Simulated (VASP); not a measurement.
Input of a VASP 6.6.1 run:

INCAR

```
PREC = Accurate
ENCUT = 520
EDIFF = 1E-7
ISMEAR = 0
SIGMA = 0.1
LREAL = False
LASPH = True
NELM = 80
ALGO = Normal
ISIF = 2
LWAVE = False
LCHARG = True
GGA = PE
LELF = True
LVHAR = True
NBANDS = 33
```

KPOINTS

```
Automatic mesh
0
Gamma
  6 6 2
```

File POSCAR:

```
Ta2P3Au
1.0
    3.4988982443      0.0000000000      0.0000000000
    0.0000000000      3.4988982443      0.0000000000
    0.0000000000      0.0000000000      7.8815029766
Ta P Au
2 3 1
Direct
    0.0000000000      0.5000000000      0.7205874336
    0.5000000000      0.0000000000      0.2794125664
    0.5000000000      0.5000000000      0.0000000000
    0.0000000000      0.5000000000      0.3928086502
    0.5000000000      0.0000000000      0.6071913498
    0.0000000000      0.0000000000      0.0000000000
```

Potentials or basis: VASP PAW PBE potentials, release 64 (Ta_pv, P, Au).

The run is started by

```sh
$ cat potpaw_PBE.64/Ta_pv/POTCAR potpaw_PBE.64/P/POTCAR potpaw_PBE.64/Au/POTCAR > POTCAR
$ mpirun -np 1 vasp_std > vasp.out
```

**Question.** What does it give for the pressure?

**Answer.** -0.2 GPa.

**Question.** What does it give for the band gap on the k mesh?

**Answer.** Zero (band 24 reaches 8.85 eV, above the bottom of band 25 at 7.61 eV).

**Question.** Estimate the largest force.

**Answer.** 0.009 eV/Å.

Forces on the atoms (eV/Å):
```
Ta   0.000  0.000  0.009
Ta   0.000  0.000 -0.009
P    0.000  0.000  0.000
P    0.000  0.000  0.004
P    0.000  0.000 -0.004
Au   0.000  0.000  0.000
```

Caveat: the k points lie up to 0.40 Å⁻¹ apart; spin-orbit coupling is left out, which moves the levels of the heavy elements.
